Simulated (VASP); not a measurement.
# TiO2 (P3_121) in VASP: settings compared

Aim: see how the results for TiO2 move with the level of theory and the settings. Levels: BLYP, PBE, r2SCAN, RPBE+D3(BJ), r2SCAN+U. Tasks: single point.

Program: VASP 6.6.1. These are calculated values, not measurements. Logs are shortened: lines on timing, memory, paths and dates and some standing lists are left out, and cuts for length are marked.

### Step 1. The cell of the first run

The structure is trigonal, space group P3_121 (No. 152). The conventional cell has a = 5.582 Å, b = 5.582 Å, c = 6.082 Å, α = 90.00°, β = 90.00°, γ = 120.00°. Ti (site symmetry 2) has 4 O at 1.81 to 1.82 Å within 2.4 Å. O (site symmetry 1) has 2 Ti at 1.81 to 1.82 Å within 2.4 Å.

### Step 2. Single point, BLYP

INCAR

```
SYSTEM = TiO2
PREC     = Accurate       ! precision mode
ENCUT    = 520            ! plane-wave cutoff, eV
EDIFF    = 1E-6           ! SCF threshold, eV
ISMEAR   = -1             ! smearing method
SIGMA    = 0.05           ! smearing width, eV
LREAL    = .FALSE.        ! projectors in reciprocal space
LASPH    = .TRUE.         ! aspherical terms in the spheres
NELM     = 60             ! most SCF steps
ALGO     = Normal         ! electronic algorithm
ISIF     = 2              ! what is computed and relaxed
LWAVE    = .FALSE.        ! write WAVECAR
LCHARG   = .FALSE.        ! write CHGCAR
GGA      = B5             ! functional
ALDAX    = 1.0          
AGGAX    = 1.0          
AGGAC    = 1.0          
ALDAC    = 0.0          
NBANDS   = 46             ! bands
```

KPOINTS

```
regular mesh
0
G
  5 5 4
  0 0 0
```

POSCAR

```
TiO2
1.0
    5.5822227355      0.0000000000      0.0000000000
   -2.7911113678      4.8343466985      0.0000000000
    0.0000000000      0.0000000000      6.0824678800
Ti O
3 6
Direct
    0.4669367500      0.0000000000      0.3333333333
    0.0000000000      0.4669367500      0.6666666667
    0.5330632500      0.5330632500      0.0000000000
    0.5810657200      0.8514331800      0.1206639333
    0.7296325400      0.1485668200      0.5460027333
    0.2703674600      0.4189342800      0.7873306000
    0.8514331800      0.5810657200      0.8793360667
    0.1485668200      0.7296325400      0.4539972667
    0.4189342800      0.2703674600      0.2126694000
```

Potentials or basis: VASP PAW PBE potentials, release 64 (Ti_sv, O).

Command:

```sh
cat potpaw_PBE.64/Ti_sv/POTCAR potpaw_PBE.64/O/POTCAR > POTCAR
mpirun -np 1 vasp_std > vasp.out
```

OUTCAR:

```text
SYSTEM = TiO2
   PREC = Accurate
   ENCUT = 520
   EDIFF = 1E-6
   ISMEAR = -1
   LREAL = .FALSE.
   LASPH = .TRUE.
   NELM = 60
   ISIF = 2
   GGA = B5

 ion  position               nearest neighbor table
   1  0.467  0.000  0.333-   9 1.81   8 1.81   5 1.82   4 1.82
   2  0.000  0.467  0.667-   6 1.81   5 1.81   8 1.82   7 1.82
   3  0.533  0.533  0.000-   7 1.81   4 1.81   6 1.82   9 1.82
   4  0.581  0.851  0.121-   3 1.81   1 1.82
   5  0.730  0.149  0.546-   2 1.81   1 1.82
   6  0.270  0.419  0.787-   2 1.81   3 1.82
   7  0.851  0.581  0.879-   3 1.81   2 1.82
   8  0.149  0.730  0.454-   1 1.81   2 1.82
   9  0.419  0.270  0.213-   1 1.81   3 1.82

  LATTYP: Found a hexagonal cell.
 ALAT       =     5.5822227355
 C/A-ratio  =     1.0896139707

  Lattice vectors:

 A1 = (   5.5822227355,   0.0000000000,   0.0000000000)
 A2 = (  -2.7911113678,   4.8343466985,   0.0000000000)
 A3 = (   0.0000000000,   0.0000000000,   6.0824678800)

Analysis of symmetry for initial positions (statically):
=====================================================================
 Subroutine PRICEL returns:
 Original cell was already a primitive cell.

 Routine SETGRP: Setting up the symmetry group for a
 hexagonal supercell.

 Subroutine GETGRP returns: Found  6 space group operations
 (whereof  2 operations were pure point group operations)
 out of a pool of 24 trial point group operations.

The static configuration has the point symmetry C_2 .
 The point group associated with its full space group is D_3 .

Analysis of symmetry for dynamics (positions and initial velocities):
=====================================================================
 Subroutine PRICEL returns:
 Original cell was already a primitive cell.

 Routine SETGRP: Setting up the symmetry group for a
 hexagonal supercell.

 Subroutine GETGRP returns: Found  6 space group operations
 (whereof  2 operations were pure point group operations)
 out of a pool of 24 trial point group operations.

The dynamic configuration has the point symmetry C_2 .
 The point group associated with its full space group is D_3 .

 Subroutine INISYM returns: Found  6 space group operations
 (whereof  2 operations are pure point group operations),
 and found     1 'primitive' translations

----------------------------------------------------------------------------------------

                                     Primitive cell

  volume of cell :     164.1439

  direct lattice vectors                    reciprocal lattice vectors
     5.582222736  0.000000000  0.000000000     0.179140111  0.103426591  0.000000000
    -2.791111368  4.834346699  0.000000000     0.000000000  0.206853183  0.000000000
     0.000000000  0.000000000  6.082467880     0.000000000  0.000000000  0.164406951

  length of vectors
     5.582222736  5.582222736  6.082467880     0.206853183  0.206853183  0.164406951

  position of ions in fractional coordinates (direct lattice)
     0.466936750  0.000000000  0.333333333
     0.000000000  0.466936750  0.666666667
     0.533063250  0.533063250  0.000000000
     0.581065720  0.851433180  0.120663933
     0.729632540  0.148566820  0.546002733
     0.270367460  0.418934280  0.787330600
     0.851433180  0.581065720  0.879336067
     0.148566820  0.729632540  0.453997267
     0.418934280  0.270367460  0.212669400

  ion indices of the primitive-cell ions
   primitive index   ion index
                 1           1
                 2           2
                 3           3
                 4           4
                 5           5
                 6           6
                 7           7
                 8           8
                 9           9

----------------------------------------------------------------------------------------

 KPOINTS: regular mesh

Automatic generation of k-mesh.
 Grid dimensions read from file:
 generate k-points for:    5    5    4

 Generating k-lattice:

  Cartesian coordinates                     Fractional coordinates (reciprocal lattice)
     0.035828022  0.020685318  0.000000000     0.200000000  0.000000000  0.000000000
     0.000000000  0.041370637  0.000000000     0.000000000  0.200000000  0.000000000
     0.000000000  0.000000000  0.041101738     0.000000000  0.000000000  0.250000000

  Length of vectors
     0.041370637  0.041370637  0.041101738

  Shift w.r.t. Gamma in fractional coordinates (k-lattice)
     0.000000000  0.000000000  0.000000000

 Subroutine IBZKPT returns following result:
 ===========================================

 Found     17 irreducible k-points:

 Following reciprocal coordinates:
            Coordinates               Weight
  0.000000  0.000000  0.000000      1.000000
  0.200000  0.000000  0.000000      6.000000
  0.400000  0.000000  0.000000      6.000000
  0.200000  0.200000  0.000000      6.000000
  0.400000  0.200000  0.000000      6.000000
  0.000000  0.000000  0.250000      2.000000
[... 9 lines left out ...]
  0.200000  0.200000  0.500000      6.000000
  0.400000  0.200000  0.500000      6.000000
   k-points           NKPTS =     17   k-points in BZ     NKDIM =     17   number of bands    NBANDS=     46
   number of dos      NEDOS =    301   number of ions     NIONS =      9
   total plane-waves  NPLWV =  84672
   dimension x,y,z NGX =    42 NGY =   42 NGZ =   48
   dimension x,y,z NGXF=    84 NGYF=   84 NGZF=   96
   ions per type =               3   6
   NGX,Y,Z   is equivalent  to a cutoff of  12.51, 12.51, 13.12 a.u.
   NGXF,Y,Z  is equivalent  to a cutoff of  25.02, 25.02, 26.24 a.u.
 SYSTEM =  TiO2
   PREC   = accura    normal or accurate (medium, high low for compatibility)
   ISTART =      0    job   : 0-new  1-cont  2-samecut
   ICHARG =      2    charge: 1-file 2-atom 10-const
   ISPIN  =      1    spin polarized calculation?
   LNONCOLLINEAR =      F non collinear calculations
   LSORBIT =      F    spin-orbit coupling
   LASPH  =      T    aspherical Exc in radial PAW
   ENCUT  =  520.0 eV  38.22 Ry    6.18 a.u.  10.38 10.38 11.31*2*pi/ulx,y,z
   NELM   =     60;   NELMIN=  2; NELMDL= -5     # of ELM steps
   EDIFF  = 0.1E-05   stopping-criterion for ELM
   LREAL  =      F    real-space projection
   EDIFFG = 0.1E-04   stopping-criterion for IOM
   NSW    =      0    number of steps for IOM
   IBRION =     -1    ionic relax: 0-MD 1-quasi-New 2-CG
   NFREE  =      0    steps in history (QN), initial steepest desc. (CG)
   ISIF   =      2    stress and relaxation
   ISYM   =      2    0-nonsym 1-usesym 2-fastsym
   POTIM  = 0.5000    time-step for ionic-motion
   TEBEG  =    0.0;   TEEND  =   0.0 temperature during run
   PSTRESS=    0.0 pullay stress
   NELECT =      72.0000    total number of electrons
   NUPDOWN=      -1.0000    fix difference up-down
   EMIN   =  10.00;   EMAX   =-10.00  energy-range for DOS
   EFERMI =   0.00;   METHOD = LEGACY
   ISMEAR =    -1;   SIGMA  =   0.05  broadening in eV -4-tet -1-fermi 0-gaus
   EFERMI_NEDOS =   21; number of points for ismear=-14 and -15
   IALGO  =     38    algorithm
   IMIX   =      4    mixing-type and parameters
     AMIX     =   0.40;   BMIX     =  1.00
     AMIX_MAG =   1.60;   BMIX_MAG =  1.00
  volume/ion in A,a.u.               =      18.24       123.08
  Fermi-wavevector in a.u.,A,eV,Ry     =   1.243877  2.350587 21.051339  1.547230
  Thomas-Fermi vector in A             =   2.378168
   LORBIT       =      0    0 simple, 1 ext, 2 COOP (PROOUT), +10 PAW based schemes
   GGA     = B5    functional components
   LHFCALC =     F    Hartree Fock is set to
   AEXX    =    0.0000 exact exchange contribution
   IVDW    =     0    specifies the selected vdW correction
   LEPSILON=     F    determine dielectric tensor
   LRPA    =     F    only Hartree local field effects (RPA)
 non-spin polarized calculation
  energy-cutoff  :      520.00
  volume of cell :      164.14
 maximum number of plane-waves:      4457
 NGX is ok and might be reduce to    42
   NGX = 21   NGY = 21   NGZ = 23

 number of electron      72.0000000 magnetization

 Free energy of the ion-electron system (eV)
  ---------------------------------------------------
  ext. energy  EPLUGINS =         0.00000000
  ---------------------------------------------------
  free energy    TOTEN  =       -77.66056235 eV

  energy without entropy =      -77.66056235  energy(sigma->0) =      -77.66056235

 E-fermi :   0.3292     XC(G=0):  -7.7861

 val. band max:       -0.7996152109   @ k =   0.0000   0.0000   0.5000
 cond. band min:       2.7279299521   @ k =   0.0000   0.0000   0.5000
 fundamental gap:      3.5275451630
 Fermi energy:         0.3291597183

 k-point     1 :       0.0000    0.0000    0.0000
  band No.  band energies     occupation
      1     -55.9258      2.00000
      2     -55.9133      2.00000
      3     -55.9133      2.00000
      4     -32.5022      2.00000
      5     -32.4715      2.00000
      6     -32.4715      2.00000
[... 38 lines left out ...]
     45       4.8284      0.00000
     46       5.2047      0.00000

 k-point     2 :       0.2000    0.0000    0.0000
  band No.  band energies     occupation
      1     -55.9247      2.00000
      2     -55.9143      2.00000
      3     -55.9133      2.00000
      4     -32.5001      2.00000
      5     -32.4776      2.00000
      6     -32.4760      2.00000
[... 38 lines left out ...]
     45       5.0654      0.00000
     46       5.2464      0.00000

 k-point     3 :       0.4000    0.0000    0.0000
  band No.  band energies     occupation
      1     -55.9223      2.00000
      2     -55.9168      2.00000
      3     -55.9133      2.00000
      4     -32.4960      2.00000
      5     -32.4856      2.00000
      6     -32.4816      2.00000
[... 38 lines left out ...]
     45       4.8787      0.00000
     46       5.3889      0.00000

 k-point     4 :       0.2000    0.2000    0.0000
  band No.  band energies     occupation
      1     -55.9229      2.00000
      2     -55.9162      2.00000
      3     -55.9133      2.00000
      4     -32.4970      2.00000
      5     -32.4830      2.00000
      6     -32.4824      2.00000
[... 577 lines left out ...]
     45       4.9274      0.00000
     46       5.4061      0.00000

 k-point    16 :       0.2000    0.2000    0.5000
  band No.  band energies     occupation
      1     -55.9216      2.00000
      2     -55.9187      2.00000
      3     -55.9120      2.00000
      4     -32.4989      2.00000
      5     -32.4807      2.00000
      6     -32.4784      2.00000
[... 38 lines left out ...]
     45       4.8690      0.00000
     46       5.5256      0.00000

 k-point    17 :       0.4000    0.2000    0.5000
  band No.  band energies     occupation
      1     -55.9216      2.00000
      2     -55.9167      2.00000
      3     -55.9141      2.00000
      4     -32.5023      2.00000
      5     -32.4808      2.00000
      6     -32.4787      2.00000
[... 38 lines left out ...]
     45       4.8969      0.00000
     46       5.2753      0.00000

------------------------ aborting loop because EDIFF is reached ----------------------------------------

  FORCE on cell =-STRESS in cart. coord.  units (eV):
  Direction    XX          YY          ZZ          XY          YZ          ZX
  --------------------------------------------------------------------------------------
  -------------------------------------------------------------------------------------
  Total        4.6675457      4.6675457      4.7464970     -0.0000000      0.0000000     -0.0000000
  in kB       45.5590212     45.5590212     46.3296496     -0.0000000      0.0000000     -0.0000000
  external PRESSURE =      45.8158973 kB  Pullay stress =       0.0000000 kB

 VOLUME and BASIS-vectors are now :
 -----------------------------------------------------------------------------
  energy-cutoff  :      520.00
  volume of cell :      164.14
      direct lattice vectors                 reciprocal lattice vectors
     5.582222736  0.000000000  0.000000000     0.179140111  0.103426591  0.000000000
    -2.791111368  4.834346699  0.000000000     0.000000000  0.206853183  0.000000000
     0.000000000  0.000000000  6.082467880     0.000000000  0.000000000  0.164406951

 POSITION                                       TOTAL-FORCE (eV/Angst)
 -----------------------------------------------------------------------------------
      2.60654      0.00000      2.02749        -0.028210     -0.000000     -0.000000
     -1.30327      2.25733      4.05498         0.014105     -0.024430     -0.000000
      1.48784      2.57701      0.00000         0.014105      0.024430     -0.000000
      0.86719      4.11612      0.73393         0.107311      0.191622     -0.126893
      3.65830      0.71822      3.32104         0.107311     -0.191622      0.126893
      0.33996      2.02527      4.78891         0.112294     -0.188745     -0.126893
      3.13107      2.80907      5.34853         0.112294      0.188745      0.126893
     -1.20715      3.52730      2.76142        -0.219605     -0.002877     -0.126893
      1.58396      1.30705      1.29355        -0.219605      0.002877      0.126893
 -----------------------------------------------------------------------------------
    total drift:                                0.000001      0.000001     -0.000000

  FREE ENERGIE OF THE ION-ELECTRON SYSTEM (eV)
  ---------------------------------------------------
  free  energy   TOTEN  =       -77.6605623456 eV

  energy  without entropy=      -77.6605623455  energy(sigma->0) =      -77.66056235
```

It took 6.3 min on 1 thread of Intel Xeon 8259CL, shared host; peak memory 0.32 GiB.

What came out:

```yaml
Free_energy: -77.6606 eV
Pressure: 4.6 GPa
Largest_force: 0.254 eV/Å
Band_gap_on_the_k_mesh: 3.53 eV
```

Forces on the atoms (eV/Å):
```
Ti  -0.028  0.000  0.000
Ti   0.014 -0.024  0.000
Ti   0.014  0.024  0.000
O    0.107  0.192 -0.127
O    0.107 -0.192  0.127
O    0.112 -0.189 -0.127
O    0.112  0.189  0.127
O   -0.220 -0.003 -0.127
O   -0.220  0.003  0.127
```

Stress tensor (GPa, compression positive):
```
4.56 0.00 0.00
0.00 4.56 0.00
0.00 0.00 4.63
```

Levels at points of the mesh, in eV from the valence-band top:
| k point | band 34 | band 35 | band 36 | band 37 | band 38 | band 39 |
| --- | --- | --- | --- | --- | --- | --- |
| (0.00, 0.00, 0.00) | -0.32 | -0.31 | -0.31 | 3.58 | 4.14 | 4.14 |
| (0.00, 0.00, 0.50) | -0.05 | -0.05 | 0.00 | 3.53 | 3.93 | 3.93 |

Caveat: the cell stands under pressure; the PAW data sets were made with another functional, which shifts forces and pressure a little; an odd mesh through Γ misses points on the zone boundary, where band edges can lie.

### Step 3. Single point, PBE

This run uses another cell than the first one, of 16.81 Å³/atom.

INCAR

```
SYSTEM = TiO2
ALGO = Normal ; EDIFF = 1E-6
ENCUT = 910 ; GGA = PE
GGA_COMPAT = .FALSE. ; ISIF = 2
ISMEAR = -1 ; LASPH = .TRUE.
LCHARG = .FALSE. ; LREAL = .FALSE.
LWAVE = .FALSE. ; NBANDS = 46
NELM = 120 ; PREC = Accurate
SIGMA = 0.05
```

KPOINTS

```
k-points
0
G
  5 5 4
  0 0 0
```

POSCAR

```
TiO2
1.0
    5.3589338261      0.0000000000      0.0000000000
   -2.6794669131      4.6409728306      0.0000000000
    0.0000000000      0.0000000000      6.0824678800
Ti O
3 6
Direct
    0.4545817615      0.0000000000      0.3333333333
    0.0000000000      0.4545817615      0.6666666667
    0.5454182385      0.5454182385      0.0000000000
    0.5900928193      0.8820181949      0.1051283565
    0.7080746244      0.1179818051      0.5615383102
    0.2919253756      0.4099071807      0.7717950232
    0.8820181949      0.5900928193      0.8948716435
    0.1179818051      0.7080746244      0.4384616898
    0.4099071807      0.2919253756      0.2282049768
```

Potentials or basis: VASP PAW PBE potentials, release 64 (Ti_sv, O_h).

Command:

```sh
cat potpaw_PBE.64/Ti_sv/POTCAR potpaw_PBE.64/O_h/POTCAR > POTCAR
mpirun -np 1 vasp_std > vasp.out
```

Wall time 2.6 min (1 thread of Intel Xeon 6975P-C (Granite Rapids), shared host); peak memory 0.53 GiB.

Results (log left out):

| Property | Result |
| --- | --- |
| Free energy | -80.3411 eV |
| Pressure | 2.0 GPa |
| Largest force | 0.047 eV/Å |
| Band gap on the k mesh | 3.62 eV (least direct gap 3.64 eV) |

Forces in eV/Å, atoms in the order of the input:
```
Ti   0.005  0.000  0.000
Ti  -0.003  0.004  0.000
Ti  -0.003 -0.004  0.000
O    0.016  0.037 -0.024
O    0.016 -0.037  0.024
O    0.024 -0.032 -0.024
O    0.024  0.032  0.024
O   -0.040 -0.005 -0.024
O   -0.040  0.005  0.024
```

Stress tensor (GPa, compression positive):
```
2.47 0.00 0.00
0.00 2.47 0.00
0.00 0.00 1.10
```

Levels at points of the mesh, in eV from the valence-band top:
| k point | band 34 | band 35 | band 36 | band 37 | band 38 | band 39 |
| --- | --- | --- | --- | --- | --- | --- |
| (0.00, 0.00, 0.00) | -0.37 | -0.26 | -0.26 | 3.81 | 4.23 | 4.23 |
| (0.00, 0.00, 0.50) | -0.07 | -0.07 | -0.02 | 3.62 | 4.07 | 4.07 |

Caveat: the cutoff is under 1.25 times the usual one of these potentials, so pressure, stress and relaxed cells hold a basis-set (Pulay) error; an odd mesh through Γ misses points on the zone boundary, where band edges can lie.

(Part 1 of 2 ends here.)
